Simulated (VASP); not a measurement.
Wanted: the native input for a VASP 6.6.1 run.

```yaml
Task: single point
Functional: LDA
Potentials_or_basis: VASP PAW LDA potentials, release 64 (Al, Ru_pv)
Cutoff: 520 eV
k_mesh: 10 × 10 × 10
Occupations: gaussian, width 0.03 eV
Spin: no spin polarisation
Dipole_correction: no
Further_INCAR_settings: ALGO = Normal; EDIFF = 1e-06; NBANDS = 29
```

The structure of Al2Ru lies in POSCAR:

```
Al2Ru
1.0
    0.0000000000      3.8771481133      4.2624413573
    2.2843842397      0.0000000000      4.2624413573
    2.2843842397      3.8771481133      0.0000000000
Al Ru
4 2
Direct
    0.0788992938      0.4211007062      0.0788992938
    0.4211007062      0.0788992938      0.4211007062
    0.1711007062      0.8288992938      0.1711007062
    0.8288992938      0.1711007062      0.8288992938
    0.7500000000      0.7500000000      0.7500000000
    0.5000000000      0.5000000000      0.5000000000
```

These files were run (other wordings do the same):

INCAR

```
SYSTEM = Al2Ru
ALGO = Normal ; EDIFF = 1E-6
ENCUT = 520 ; GGA = CA
ISIF = 2 ; ISMEAR = 0
LASPH = .TRUE. ; LCHARG = .FALSE.
LREAL = .FALSE. ; LWAVE = .FALSE.
NBANDS = 29 ; NELM = 100
PREC = Accurate ; SIGMA = 0.03
```

KPOINTS

```
k-points
0
G
  10 10 10
  0 0 0
```

Potentials or basis: VASP PAW LDA potentials, release 64 (Al, Ru_pv).

Launch:

```bash
$ cat potpaw_LDA.64/Al/POTCAR potpaw_LDA.64/Ru_pv/POTCAR > POTCAR
$ mpirun -np 1 vasp_std > vasp.out
```

Results of the run:

```
Pressure      : 14.1 GPa
Largest force : 0.104 eV/Å
```

Caveat: the cell stands under pressure.

Wall time 2.5 min on 1 thread of Intel(R) Xeon(R) 6975P-C (Granite Rapids), on a shared host, peak memory 0.41 GiB.
